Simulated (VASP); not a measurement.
# HC10 in VASP: single point with PBE+D3(BJ)

Aim: the single point of HC10 with PBE+D3(BJ).

All numbers are computed with VASP 6.6.1; they aren't measurements. Logs are shortened: lines on timing, memory, paths and dates and some standing lists are left out, and cuts for length are marked.

## Step 1: The cell of the first run

The cell holds a slab with vacuum, 11 atoms: a = 2.466 Å, b = 2.465 Å, c = 32.598 Å, α = 90.00°, β = 90.00°, γ = 120.01°.

## Step 2: Single point, PBE+D3(BJ)

INCAR reads:

```
SYSTEM = HC10
PREC = Accurate ; ENCUT = 520
EDIFF = 1E-6 ; ISMEAR = 0
SIGMA = 0.1 ; LREAL = .FALSE.
LASPH = .TRUE. ; NELM = 80
ALGO = Normal ; ISIF = 2
LWAVE = .FALSE. ; LCHARG = .FALSE.
LDIPOL = .TRUE. ; IDIPOL = 3
DIPOL = 0.5 0.5 0.479 ; GGA = PE
IVDW = 12 ; NBANDS = 32
```

KPOINTS reads:

```
Automatic mesh
0
G
  12 12 1
  0 0 0
```

POSCAR reads:

```
HC10
1.0
    2.4655379968      0.0000000000      0.0000000000
   -1.2327689984      2.1341461181      0.0000000000
    0.0000000000      0.0000000000     32.5979680033
C H
10 1
Direct
    0.0833101796      0.1666203592      0.2607524494
    0.4166898204      0.8333796408      0.2607524494
    0.5833101796      0.1666203592      0.3650391026
    0.9166898204      0.8333796408      0.3650391026
    0.0833938357      0.1667876715      0.4690100104
    0.4166061643      0.8332123285      0.4690100104
    0.5798555836      0.1597111673      0.5698091020
    0.9201444164      0.8402888327      0.5698091020
    0.0835699049      0.1671398097      0.6708174609
    0.4164300951      0.8328601903      0.6708174609
    0.7500000000      0.5000000000      0.6034349064
```

Potentials or basis: VASP PAW PBE potentials, release 64 (C, H).

Started as:

```sh
$ cat potpaw_PBE.64/C/POTCAR potpaw_PBE.64/H/POTCAR > POTCAR
$ mpirun -np 1 vasp_std > vasp.out
```

OUTCAR:

```text
SYSTEM = HC10
   PREC = Accurate
   ENCUT = 520
   EDIFF = 1E-6
   ISMEAR = 0
   LREAL = .FALSE.
   LASPH = .TRUE.
   NELM = 80
   ISIF = 2
   GGA = PE
   IVDW = 12
 IVDW          = 12

 ion  position               nearest neighbor table
   1  0.083  0.167  0.261-   2 1.42   2 1.42   2 1.42
   2  0.417  0.833  0.261-   1 1.42   1 1.42   1 1.42
   3  0.583  0.167  0.365-   4 1.42   4 1.42   4 1.42
   4  0.917  0.833  0.365-   3 1.42   3 1.42   3 1.42
   5  0.083  0.167  0.469-   6 1.42   6 1.42   6 1.42
   6  0.417  0.833  0.469-   5 1.42   5 1.42   5 1.42
   7  0.580  0.160  0.570-  11 1.31   8 1.41   8 1.41   8 1.45
   8  0.920  0.840  0.570-  11 1.31   7 1.41   7 1.41   7 1.45
   9  0.084  0.167  0.671-  10 1.42  10 1.42  10 1.42
  10  0.416  0.833  0.671-   9 1.42   9 1.42   9 1.42
  11  0.750  0.500  0.603-   7 1.31   8 1.31

  Warning from LATTYP: Monoclinic adjustment (A1->A3, A2->A1, A3->A2)!
  LATTYP: Found a base centered orthorhombic cell.
 ALAT       =     2.4655379968
 B/A-ratio  =     1.7311808789
 C/A-ratio  =    13.2214421540

  Lattice vectors:

 A1 = (   1.2327689984,  -2.1341461181,   0.0000000000)
 A2 = (   1.2327689984,   2.1341461181,   0.0000000000)
 A3 = (   0.0000000000,   0.0000000000,  32.5979680033)

Analysis of symmetry for initial positions (statically):
=====================================================================
 Subroutine PRICEL returns:
 Original cell was already a primitive cell.

 Routine SETGRP: Setting up the symmetry group for a
 base centered orthorhombic supercell.

 Subroutine GETGRP returns: Found  4 space group operations
 (whereof  2 operations were pure point group operations)
 out of a pool of  8 trial point group operations.

The static configuration has the point symmetry C_1h.
 The point group associated with its full space group is C_2v.

Analysis of symmetry for dynamics (positions and initial velocities):
=====================================================================
 Subroutine PRICEL returns:
 Original cell was already a primitive cell.

 Routine SETGRP: Setting up the symmetry group for a
 base centered orthorhombic supercell.

 Subroutine GETGRP returns: Found  4 space group operations
 (whereof  2 operations were pure point group operations)
 out of a pool of  8 trial point group operations.

The dynamic configuration has the point symmetry C_1h.
 The point group associated with its full space group is C_2v.

 Subroutine INISYM returns: Found  4 space group operations
[... 131 lines left out ...]
   EFERMI_NEDOS =   21; number of points for ismear=-14 and -15
   IALGO  =     38    algorithm
   IMIX   =      4    mixing-type and parameters
     AMIX     =   0.40;   BMIX     =  1.00
     AMIX_MAG =   1.60;   BMIX_MAG =  1.00
  volume/ion in A,a.u.               =      15.59       105.23
  Fermi-wavevector in a.u.,A,eV,Ry     =   1.016001  1.919963 14.044714  1.032257
  Thomas-Fermi vector in A             =   2.149319
   LORBIT       =      0    0 simple, 1 ext, 2 COOP (PROOUT), +10 PAW based schemes
   GGA     = PE    functional components
   LHFCALC =     F    Hartree Fock is set to
   AEXX    =    0.0000 exact exchange contribution
   IVDW    =    12    specifies the selected vdW correction
   LEPSILON=     F    determine dielectric tensor
   LRPA    =     F    only Hartree local field effects (RPA)
 non-spin polarized calculation
 Gauss-broadening in eV      SIGMA  =   0.10
  energy-cutoff  :      520.00
  volume of cell :      171.52
 maximum number of plane-waves:      4686
   NGX =  9   NGY =  9   NGZ =121

 dipolmoment           0.000000      0.000000      0.523014 electrons x Angstroem

 number of electron      40.9999990 magnetization

 dipolmoment           0.000000      0.000000     -0.031421 electrons x Angstroem

 Free energy of the ion-electron system (eV)
  ---------------------------------------------------
  ext. energy  EPLUGINS =         0.00000000
  ---------------------------------------------------
  free energy    TOTEN  =       -93.18471125 eV

  energy without entropy =      -93.17844358  energy(sigma->0) =      -93.18157742

 E-fermi :   1.0399     XC(G=0):  -5.6821

 val. band max:        1.0369991041   @ k =   0.2500   0.3333   0.0000
 cond. band min:       1.0895337154   @ k =   0.3333   0.2500   0.0000
 fundamental gap:      0.0525346113
 Fermi energy:         1.0398761917

 k-point     1 :       0.0000    0.0000    0.0000
  band No.  band energies     occupation
      1     -21.2051      2.00000
      2     -19.6397      2.00000
      3     -18.7572      2.00000
      4     -18.5514      2.00000
      5     -18.4159      2.00000
      6     -10.8297      2.00000
[... 829 lines left out ...]
     31      10.8871      0.00000
     32      11.0399      0.00000

 [... further k-points ...]

------------------------ aborting loop because EDIFF is reached ----------------------------------------

 vacuum level on the upper side and lower side of the slab       (xc-potential included)        -0.783         0.278

 Edisp (eV)   -1.47223

 E8    (eV) :    -0.4195

  FORCE on cell =-STRESS in cart. coord.  units (eV):
  Direction    XX          YY          ZZ          XY          YZ          ZX
  --------------------------------------------------------------------------------------
  -------------------------------------------------------------------------------------
  Total       4.02968     5.64756    -0.04194     0.00000     0.00000     0.00000
  in kB      37.64043    52.75276    -0.39180     0.00000     0.00000     0.00000
  external pressure =       30.00 kB  Pullay stress =        0.00 kB

 VOLUME and BASIS-vectors are now :
 -----------------------------------------------------------------------------
  energy-cutoff  :      520.00
  volume of cell :      171.52
      direct lattice vectors                 reciprocal lattice vectors
     2.465537997  0.000000000  0.000000000     0.405590991  0.234285739  0.000000000
    -1.232768998  2.134146118  0.000000000     0.000000000  0.468571478  0.000000000
     0.000000000  0.000000000 32.597968003     0.000000000  0.000000000  0.030676759

 POSITION                                       TOTAL-FORCE (eV/Angst)
 -----------------------------------------------------------------------------------
     -0.00000      0.35559      8.50000         0.000000     -0.028016      0.001236
      0.00000      1.77855      8.50000         0.000000      0.028016      0.001236
      1.23277      0.35559     11.89953         0.000000      0.024886     -0.001077
      1.23277      1.77855     11.89953         0.000000     -0.024886     -0.001077
     -0.00000      0.35595     15.28877        -0.000000     -0.000289     -0.001696
      0.00000      1.77820     15.28877         0.000000      0.000289     -0.001696
      1.23277      0.34085     18.57462         0.000000     -0.003610     -0.005328
      1.23277      1.79330     18.57462        -0.000000      0.003610     -0.005328
      0.00000      0.35670     21.86729         0.000000      0.003209      0.001713
     -0.00000      1.77745     21.86729        -0.000000     -0.003209      0.001713
      1.23277      1.06707     19.67075         0.000000      0.000000      0.010303
 -----------------------------------------------------------------------------------
    total drift:                               -0.000000     -0.000000     -0.000049

  FREE ENERGIE OF THE ION-ELECTRON SYSTEM (eV)
  ---------------------------------------------------
  free  energy   TOTEN  =       -94.6569444152 eV

  energy  without entropy=      -94.6506767530  energy(sigma->0) =      -94.65381058

 vacuum level on the upper side and lower side of the slab         4.021         5.107
```

OSZICAR:

```text
N       E                     dE             d eps       ncg     rms          rms(c)
DAV:   1     0.249080075031E+03    0.24908E+03   -0.18616E+04  2760   0.108E+03
DAV:   2    -0.747899197367E+02   -0.32387E+03   -0.31065E+03  3752   0.261E+02
DAV:   3    -0.989703246758E+02   -0.24180E+02   -0.23930E+02  3432   0.733E+01
[... 24 lines left out ...]
DAV:  28    -0.931847023458E+02    0.44787E-06   -0.29908E-05  2840   0.247E-02    0.246E-03
DAV:  29    -0.931847056430E+02   -0.32971E-05   -0.22885E-06  2792   0.599E-03    0.145E-03
DAV:  30    -0.931847089747E+02   -0.33317E-05   -0.46955E-06  2480   0.964E-03    0.252E-03
DAV:  31    -0.931847105873E+02   -0.16127E-05   -0.17476E-06  2400   0.584E-03    0.112E-03
DAV:  32    -0.931847112463E+02   -0.65891E-06   -0.24902E-07  2376   0.217E-03
   1 F= -.94656944E+02 E0= -.94653811E+02  d E =-.626766E-02
```

stdout:

```text
POSCAR found type information on POSCAR C H
 POSCAR found :  2 types and      11 ions
 scaLAPACK will be used
 LDA part: xc-table for (Slater+PW92), standard interpolation
 POSCAR, INCAR and KPOINTS ok, starting setup
 FFT: planning ... GRIDC
 FFT: planning ... GRID_SOFT
 FFT: planning ... GRID
 WAVECAR not read
 entering main loop
```

Run time: 4.6 min. Hardware: 1 thread of AMD EPYC 9R45 (Zen 5), shared host; peak memory 0.34 GiB.

Results:

- Free energy: -94.6569 eV
- Largest force: 0.028 eV/Å
- Band gap on the k mesh: zero (an odd number of electrons rules out a gap without spin polarisation)
- Dispersion energy per atom: -0.134 eV

Forces on the atoms (eV/Å):
```
C    0.000 -0.028  0.001
C    0.000  0.028  0.001
C    0.000  0.025 -0.001
C    0.000 -0.025 -0.001
C    0.000  0.000 -0.002
C    0.000  0.000 -0.002
C    0.000 -0.004 -0.005
C    0.000  0.004 -0.005
C    0.000  0.003  0.002
C    0.000 -0.003  0.002
H    0.000  0.000  0.010
```
